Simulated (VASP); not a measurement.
Runs of VASP 6.6.1 on MgS. The structure is that of space group Pm-3m (No. 221), or close to it. The cells are those of the table. 

| cell | k mesh | smearing | gap on the mesh (eV) | pressure (GPa) |
| --- | --- | --- | --- | --- |
| a = 3.220 Å, 2 atoms | 14 × 14 × 14 | fermi-dirac 0.15 eV | none | -1.3 |
| a = 3.104 Å, 2 atoms | 6 × 6 × 6 | gaussian 0.05 eV | none | 9.1 |
| a = 3.207 Å, 2 atoms | 6 × 6 × 6 | gaussian 0.05 eV | none | -0.6 |
| a = 3.185 Å, 2 atoms | 6 × 6 × 6 | gaussian 0.05 eV | none | (a) |

Alike in all rows: level LDA; potentials or basis VASP PAW LDA potentials, release 64 (Mg, S); no spin polarisation.

Fill in the values left out.

(a) 1.1.

Caveats: semilocal functionals underestimate gaps, so a narrow gap can read as zero; the cell stands under pressure (at least some runs).

A gap of «none» marks levels without a gap at the run's occupations.
